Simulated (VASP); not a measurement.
# NaF (Fm-3m) in VASP: notebook

The runs below take NaF through single point, with RPBE, PBE.

All numbers are computed with VASP 6.6.1; they aren't measurements. Logs are shortened: lines on timing, memory, paths and dates and some standing lists are left out, and cuts for length are marked.

### 1 The cell of the first run

Symmetry: Fm-3m, No. 225, cubic system. Conventional cell: a = 4.572 Å, b = 4.572 Å, c = 4.572 Å, α = 90.00°, β = 90.00°, γ = 90.00°. Within 3.0 Å of Na (site symmetry m-3m) lie 6 F at 2.29 Å. Within 3.0 Å of F (site symmetry m-3m) lie 6 Na at 2.29 Å.

### 2 Single point, RPBE

Input file INCAR:

```
SYSTEM = NaF
PREC = Accurate ; ENCUT = 600
EDIFF = 1E-6 ; ISMEAR = 1
SIGMA = 0.1 ; LREAL = .False.
LASPH = .True. ; NELM = 120
ALGO = Normal ; ISIF = 2
LWAVE = .False. ; LCHARG = .False.
GGA = RP ; NBANDS = 14
GGA_COMPAT = .False.
```

Input file KPOINTS:

```
Automatic mesh
0
Gamma
  8 8 8
  0 0 0
```

Input file POSCAR:

```
NaF
1.0
    0.0000000000      2.2858943317      2.2858943317
    2.2858943317      0.0000000000      2.2858943317
    2.2858943317      2.2858943317      0.0000000000
Na F
1 1
Direct
    0.0000000000      0.0000000000      0.0000000000
    0.5000000000      0.5000000000      0.5000000000
```

Potentials or basis: VASP PAW PBE potentials, release 64 (Na_pv, F).

Started as:

```console
> cat potpaw_PBE.64/Na_pv/POTCAR potpaw_PBE.64/F/POTCAR > POTCAR
> mpirun -np 1 vasp_std > vasp.out
```

OUTCAR:

```text
SYSTEM = NaF
   PREC = Accurate
   ENCUT = 600
   EDIFF = 1E-6
   ISMEAR = 1
   LREAL = .False.
   LASPH = .True.
   NELM = 120
   ISIF = 2
   GGA = RP

 ion  position               nearest neighbor table
   1  0.000  0.000  0.000-   2 2.29   2 2.29   2 2.29   2 2.29   2 2.29   2 2.29
   2  0.500  0.500  0.500-   1 2.29   1 2.29   1 2.29   1 2.29   1 2.29   1 2.29

  LATTYP: Found a face centered cubic cell.
 ALAT       =     4.5717886634

  Lattice vectors:

 A1 = (   0.0000000000,   2.2858943317,   2.2858943317)
 A2 = (   2.2858943317,   0.0000000000,   2.2858943317)
 A3 = (   2.2858943317,   2.2858943317,   0.0000000000)

Analysis of symmetry for initial positions (statically):
=====================================================================
 Subroutine PRICEL returns:
 Original cell was already a primitive cell.

 Routine SETGRP: Setting up the symmetry group for a
 face centered cubic supercell.

 Subroutine GETGRP returns: Found 48 space group operations
 (whereof 48 operations were pure point group operations)
 out of a pool of 48 trial point group operations.

The static configuration has the point symmetry O_h .

Analysis of symmetry for dynamics (positions and initial velocities):
=====================================================================
 Subroutine PRICEL returns:
 Original cell was already a primitive cell.

 Routine SETGRP: Setting up the symmetry group for a
 face centered cubic supercell.

 Subroutine GETGRP returns: Found 48 space group operations
 (whereof 48 operations were pure point group operations)
 out of a pool of 48 trial point group operations.

The dynamic configuration has the point symmetry O_h .

 Subroutine INISYM returns: Found 48 space group operations
 (whereof 48 operations are pure point group operations),
 and found     1 'primitive' translations

----------------------------------------------------------------------------------------

                                     Primitive cell

  volume of cell :      23.8890

  direct lattice vectors                    reciprocal lattice vectors
     0.000000000  2.285894332  2.285894332    -0.218732770  0.218732770  0.218732770
     2.285894332  0.000000000  2.285894332     0.218732770 -0.218732770  0.218732770
     2.285894332  2.285894332  0.000000000     0.218732770  0.218732770 -0.218732770

  length of vectors
     3.232742766  3.232742766  3.232742766     0.378856272  0.378856272  0.378856272

  position of ions in fractional coordinates (direct lattice)
     0.000000000  0.000000000  0.000000000
     0.500000000  0.500000000  0.500000000

  ion indices of the primitive-cell ions
   primitive index   ion index
                 1           1
                 2           2

----------------------------------------------------------------------------------------

 KPOINTS: Automatic mesh

Automatic generation of k-mesh.
 Grid dimensions read from file:
 generate k-points for:    8    8    8

 Generating k-lattice:

  Cartesian coordinates                     Fractional coordinates (reciprocal lattice)
    -0.027341596  0.027341596  0.027341596     0.125000000  0.000000000  0.000000000
     0.027341596 -0.027341596  0.027341596     0.000000000  0.125000000  0.000000000
     0.027341596  0.027341596 -0.027341596     0.000000000  0.000000000  0.125000000

  Length of vectors
     0.047357034  0.047357034  0.047357034

  Shift w.r.t. Gamma in fractional coordinates (k-lattice)
     0.000000000  0.000000000  0.000000000

 Subroutine IBZKPT returns following result:
 ===========================================

 Found     29 irreducible k-points:

 Following reciprocal coordinates:
            Coordinates               Weight
  0.000000  0.000000  0.000000      1.000000
  0.125000  0.000000  0.000000      8.000000
  0.250000  0.000000  0.000000      8.000000
  0.375000  0.000000  0.000000      8.000000
  0.500000  0.000000  0.000000      4.000000
  0.125000  0.125000  0.000000      6.000000
[... 16 lines left out ...]
  0.500000  0.250000  0.125000     48.000000
 -0.375000  0.250000  0.125000     24.000000
 [... further k-points ...]
   k-points           NKPTS =     29   k-points in BZ     NKDIM =     29   number of bands    NBANDS=     14
   number of dos      NEDOS =    301   number of ions     NIONS =      2
   total plane-waves  NPLWV =  21952
   dimension x,y,z NGX =    28 NGY =   28 NGZ =   28
   dimension x,y,z NGXF=    56 NGYF=   56 NGZF=   56
   ions per type =               1   1
   NGX,Y,Z   is equivalent  to a cutoff of  14.40, 14.40, 14.40 a.u.
   NGXF,Y,Z  is equivalent  to a cutoff of  28.80, 28.80, 28.80 a.u.
 SYSTEM =  NaF
   PREC   = accura    normal or accurate (medium, high low for compatibility)
   ISTART =      0    job   : 0-new  1-cont  2-samecut
   ICHARG =      2    charge: 1-file 2-atom 10-const
   ISPIN  =      1    spin polarized calculation?
   LNONCOLLINEAR =      F non collinear calculations
   LSORBIT =      F    spin-orbit coupling
   LASPH  =      T    aspherical Exc in radial PAW
   ENCUT  =  600.0 eV  44.10 Ry    6.64 a.u.   6.46  6.46  6.46*2*pi/ulx,y,z
   NELM   =    120;   NELMIN=  2; NELMDL= -5     # of ELM steps
   EDIFF  = 0.1E-05   stopping-criterion for ELM
   LREAL  =      F    real-space projection
   EDIFFG = 0.1E-04   stopping-criterion for IOM
   NSW    =      0    number of steps for IOM
   IBRION =     -1    ionic relax: 0-MD 1-quasi-New 2-CG
   NFREE  =      0    steps in history (QN), initial steepest desc. (CG)
   ISIF   =      2    stress and relaxation
   ISYM   =      2    0-nonsym 1-usesym 2-fastsym
   POTIM  = 0.5000    time-step for ionic-motion
   TEBEG  =    0.0;   TEEND  =   0.0 temperature during run
   PSTRESS=    0.0 pullay stress
   NELECT =      14.0000    total number of electrons
   NUPDOWN=      -1.0000    fix difference up-down
   EMIN   =  10.00;   EMAX   =-10.00  energy-range for DOS
   EFERMI =   0.00;   METHOD = LEGACY
   ISMEAR =     1;   SIGMA  =   0.10  broadening in eV -4-tet -1-fermi 0-gaus
   EFERMI_NEDOS =   21; number of points for ismear=-14 and -15
   IALGO  =     38    algorithm
   IMIX   =      4    mixing-type and parameters
     AMIX     =   0.40;   BMIX     =  1.00
     AMIX_MAG =   1.60;   BMIX_MAG =  1.00
  volume/ion in A,a.u.               =      11.94        80.61
  Fermi-wavevector in a.u.,A,eV,Ry     =   1.369992  2.588909 25.536476  1.876878
  Thomas-Fermi vector in A             =   2.495818
   LORBIT       =      0    0 simple, 1 ext, 2 COOP (PROOUT), +10 PAW based schemes
   GGA     = RP    functional components
   LHFCALC =     F    Hartree Fock is set to
   AEXX    =    0.0000 exact exchange contribution
   IVDW    =     0    specifies the selected vdW correction
   LEPSILON=     F    determine dielectric tensor
   LRPA    =     F    only Hartree local field effects (RPA)
 non-spin polarized calculation
 Methfessel and Paxton  Order N= 1 SIGMA  =   0.10
  energy-cutoff  :      600.00
  volume of cell :       23.89
 maximum number of plane-waves:       821
 NGX is ok and might be reduce to    28
   NGX = 13   NGY = 13   NGZ = 13

 number of electron      13.9999999 magnetization

 Free energy of the ion-electron system (eV)
  ---------------------------------------------------
  ext. energy  EPLUGINS =         0.00000000
  ---------------------------------------------------
  free energy    TOTEN  =        -8.09829759 eV

  energy without entropy =       -8.09979958  energy(sigma->0) =       -8.09879825

 E-fermi :  -1.6557     XC(G=0):  -8.9028

 val. band max:       -1.6771905703   @ k =   0.0000   0.0000   0.0000
 cond. band min:       5.1775469143   @ k =   0.0000   0.0000   0.0000
 fundamental gap:      6.8547374846
 Fermi energy:        -1.6557176017

 k-point     1 :       0.0000    0.0000    0.0000
  band No.  band energies     occupation
      1     -21.0318      2.00000
      2     -20.5795      2.00000
      3     -20.5795      2.00000
      4     -20.5795      2.00000
      5      -1.6772      1.35432
      6      -1.6772      1.35431
      7      -1.6772      1.35431
      8       5.1775      0.00000
      9      17.8863      0.00000
     10      17.8863      0.00000
     11      17.8863      0.00000
     12      20.9719      0.00000
     13      23.0160      0.00000
     14      23.0160      0.00000

 k-point     2 :       0.1250    0.0000    0.0000
  band No.  band energies     occupation
      1     -21.1879      2.00000
      2     -20.5814      2.00000
      3     -20.5814      2.00000
      4     -20.4017      2.00000
      5      -1.9740      2.00006
      6      -1.7174      1.85509
      7      -1.7174      1.85508
      8       5.7295      0.00000
      9      16.1732      0.00000
     10      18.1440      0.00000
     11      18.1440      0.00000
     12      22.4948      0.00000
     13      22.4948      0.00000
     14      22.9133      0.00000

 k-point     3 :       0.2500    0.0000    0.0000
  band No.  band energies     occupation
      1     -21.4058      2.00000
      2     -20.5859      2.00000
      3     -20.5859      2.00000
      4     -20.1308      2.00000
      5      -2.5862      2.00000
      6      -1.8136      2.04807
      7      -1.8136      2.04807
      8       7.0694      0.00000
      9      14.0883      0.00000
     10      18.7272      0.00000
     11      18.7272      0.00000
     12      21.8635      0.00000
     13      21.8635      0.00000
     14      23.6744      0.00000
[... 324 lines left out ...]
 k-point    23 :       0.5000    0.2500    0.1250
  band No.  band energies     occupation
      1     -21.4192      2.00000
      2     -20.6360      2.00000
      3     -20.6055      2.00000
      4     -20.0338      2.00000
      5      -2.9377      2.00000
      6      -2.1893      2.00000
      7      -1.9896      2.00002
      8       9.6043      0.00000
      9      12.5188      0.00000
     10      16.5063      0.00000
     11      18.3898      0.00000
     12      20.6385      0.00000
     13      22.7522      0.00000
     14      26.9862      0.00000

 k-point    24 :      -0.3750    0.2500    0.1250
  band No.  band energies     occupation
      1     -21.4329      2.00000
      2     -20.6393      2.00000
      3     -20.6135      2.00000
      4     -20.0029      2.00000
      5      -3.0122      2.00000
      6      -2.2695      2.00000
      7      -2.0290      2.00000
      8      10.7167      0.00000
      9      11.6931      0.00000
     10      16.2016      0.00000
     11      18.0846      0.00000
     12      21.2433      0.00000
     13      22.3615      0.00000
     14      27.2910      0.00000

 [... further k-points ...]
[... 5 lines left out ...]
  --------------------------------------------------------------------------------------
  -------------------------------------------------------------------------------------
  Total        1.2213027      1.2213027      1.2213027     -0.0000000     -0.0000000      0.0000000
  in kB       81.9097249     81.9097249     81.9097249     -0.0000000     -0.0000000      0.0000000
  external PRESSURE =      81.9097249 kB  Pullay stress =       0.0000000 kB

 VOLUME and BASIS-vectors are now :
 -----------------------------------------------------------------------------
  energy-cutoff  :      600.00
  volume of cell :       23.89
      direct lattice vectors                 reciprocal lattice vectors
     0.000000000  2.285894332  2.285894332    -0.218732770  0.218732770  0.218732770
     2.285894332  0.000000000  2.285894332     0.218732770 -0.218732770  0.218732770
     2.285894332  2.285894332  0.000000000     0.218732770  0.218732770 -0.218732770

 POSITION                                       TOTAL-FORCE (eV/Angst)
 -----------------------------------------------------------------------------------
      0.00000      0.00000      0.00000         0.000000      0.000000      0.000000
      2.28589      2.28589      2.28589        -0.000000     -0.000000     -0.000000
 -----------------------------------------------------------------------------------
    total drift:                                0.000000      0.000000      0.000000

  FREE ENERGIE OF THE ION-ELECTRON SYSTEM (eV)
  ---------------------------------------------------
  free  energy   TOTEN  =        -8.0982975866 eV

  energy  without entropy=       -8.0997995766  energy(sigma->0) =       -8.09879825
```

Run time: 7.1 s. Hardware: 1 thread of AMD EPYC 9R45 (Zen 5), shared host; peak memory 0.12 GiB.

What came out:

| Item | Value |
| --- | --- |
| Free energy | -8.0983 eV |
| Pressure | 8.2 GPa |
| Band gap on the k mesh | 6.85 eV |

Levels at points of the mesh, in eV from the valence-band top:
| k point | band 4 | band 5 | band 6 | band 7 | band 8 | band 9 | band 10 | band 11 |
| --- | --- | --- | --- | --- | --- | --- | --- | --- |
| (0.00, 0.00, 0.00) | -18.90 | 0.00 | 0.00 | 0.00 | 6.85 | 19.56 | 19.56 | 19.56 |
| (0.50, 0.00, 0.00) | -18.18 | -1.62 | -0.27 | -0.27 | 11.37 | 13.13 | 20.87 | 20.87 |
| (0.50, 0.50, 0.00) | -18.96 | -1.29 | -0.41 | -0.41 | 13.80 | 13.83 | 14.32 | 20.64 |

Caveat: the cell stands under pressure; the PAW data sets were made with another functional, which shifts forces and pressure a little.

### 3 Single point, PBE

Input file INCAR:

```
SYSTEM = NaF
  ALGO = Normal
  EDIFF = 1E-6
  ENCUT = 600
  GGA = PE
  GGA_COMPAT = .FALSE.
  ISIF = 2
  ISMEAR = -4
  LASPH = .TRUE.
  LCHARG = .TRUE.
  LELF = .TRUE.
  LREAL = .FALSE.
  LVHAR = .TRUE.
  LWAVE = .FALSE.
  NBANDS = 14
  NELM = 120
  PREC = Accurate
  SIGMA = 0.1
```

Input file KPOINTS:

```
k-points
0
G
  8 8 8
  0 0 0
```

Input file POSCAR:

```
NaF
1.0
    0.0000000000      2.2858943317      2.2858943317
    2.2858943317      0.0000000000      2.2858943317
    2.2858943317      2.2858943317      0.0000000000
Na F
1 1
Direct
    0.6330000000      0.5090000000      0.0540000000
    1.1330000000      1.0090000000      0.5540000000
```

Potentials or basis: VASP PAW PBE potentials, release 64 (Na_pv, F).

Started as:

```console
> cat potpaw_PBE.64/Na_pv/POTCAR potpaw_PBE.64/F/POTCAR > POTCAR
> mpirun -np 1 vasp_std > vasp.out
```

OUTCAR:

```text
SYSTEM = NaF
   EDIFF = 1E-6
   ENCUT = 600
   GGA = PE
   ISIF = 2
   ISMEAR = -4
   LASPH = .TRUE.
   LREAL = .FALSE.
   NELM = 120
   PREC = Accurate

 ion  position               nearest neighbor table
   1  0.633  0.509  0.054-   2 2.29   2 2.29   2 2.29   2 2.29   2 2.29   2 2.29
   2  0.133  0.009  0.554-   1 2.29   1 2.29   1 2.29   1 2.29   1 2.29   1 2.29

  LATTYP: Found a face centered cubic cell.
 ALAT       =     4.5717886634

  Lattice vectors:

 A1 = (   0.0000000000,   2.2858943317,   2.2858943317)
 A2 = (   2.2858943317,   0.0000000000,   2.2858943317)
 A3 = (   2.2858943317,   2.2858943317,   0.0000000000)

Analysis of symmetry for initial positions (statically):
=====================================================================
 Subroutine PRICEL returns:
 Original cell was already a primitive cell.

 Routine SETGRP: Setting up the symmetry group for a
 face centered cubic supercell.

 Subroutine GETGRP returns: Found 48 space group operations
 (whereof  1 operations were pure point group operations)
 out of a pool of 48 trial point group operations.

The static configuration has the point symmetry C_1 .
[... 181 lines left out ...]
      7      -1.9048      2.00000
      8       4.6215      0.00000
      9      17.3647      0.00000
     10      17.3647      0.00000
     11      17.3647      0.00000
     12      20.3142      0.00000
     13      22.5360      0.00000
     14      22.5360      0.00000
[... 377 lines left out ...]
      1     -21.5741      2.00000
      2     -20.7926      2.00000
      3     -20.7657      2.00000
      4     -20.1232      2.00000
      5      -3.2837      2.00000
      6      -2.5150      2.00000
      7      -2.2648      2.00000
      8      10.1569      0.00000
      9      11.1423      0.00000
     10      15.6528      0.00000
     11      17.5478      0.00000
     12      20.7229      0.00000
     13      21.8222      0.00000
     14      26.7435      0.00000

 [... further k-points ...]

------------------------ aborting loop because EDIFF is reached ----------------------------------------

  FORCE on cell =-STRESS in cart. coord.  units (eV):
  Direction    XX          YY          ZZ          XY          YZ          ZX
  --------------------------------------------------------------------------------------
  -------------------------------------------------------------------------------------
  Total        0.6454947      0.6454947      0.6454947      0.0000000      0.0000000     -0.0000000
  in kB       43.2917146     43.2917146     43.2917146      0.0000000      0.0000000     -0.0000000
  external PRESSURE =      43.2917146 kB  Pullay stress =       0.0000000 kB

 VOLUME and BASIS-vectors are now :
 -----------------------------------------------------------------------------
  energy-cutoff  :      600.00
  volume of cell :       23.89
      direct lattice vectors                 reciprocal lattice vectors
     0.000000000  2.285894332  2.285894332    -0.218732770  0.218732770  0.218732770
     2.285894332  0.000000000  2.285894332     0.218732770 -0.218732770  0.218732770
     2.285894332  2.285894332  0.000000000     0.218732770  0.218732770 -0.218732770

 POSITION                                       TOTAL-FORCE (eV/Angst)
 -----------------------------------------------------------------------------------
      1.28696      1.57041      2.61049        -0.000000     -0.000000     -0.000000
      1.28696      1.57041      0.32460         0.000000      0.000000      0.000000
 -----------------------------------------------------------------------------------
    total drift:                                0.000000     -0.000000      0.000006

  FREE ENERGIE OF THE ION-ELECTRON SYSTEM (eV)
  ---------------------------------------------------
  free  energy   TOTEN  =        -8.5421033146 eV

  energy  without entropy=       -8.5421033146  energy(sigma->0) =       -8.54210331
```

stdout:

```text
POSCAR found type information on POSCAR NaF
 POSCAR found :  2 types and       2 ions
 scaLAPACK will be used
 LDA part: xc-table for (Slater+PW92), standard interpolation
 POSCAR, INCAR and KPOINTS ok, starting setup
 FFT: planning ... GRIDC
 FFT: planning ... GRID_SOFT
 FFT: planning ... GRID
 WAVECAR not read
 entering main loop
```

Run time: 7.1 s. Hardware: 1 thread of AMD EPYC 9R45 (Zen 5), shared host; peak memory 0.12 GiB.

Results:

```
Free energy            : -8.5421 eV
Pressure               : 4.3 GPa
Band gap on the k mesh : 6.53 eV
```

Caveat: the cell stands under pressure.
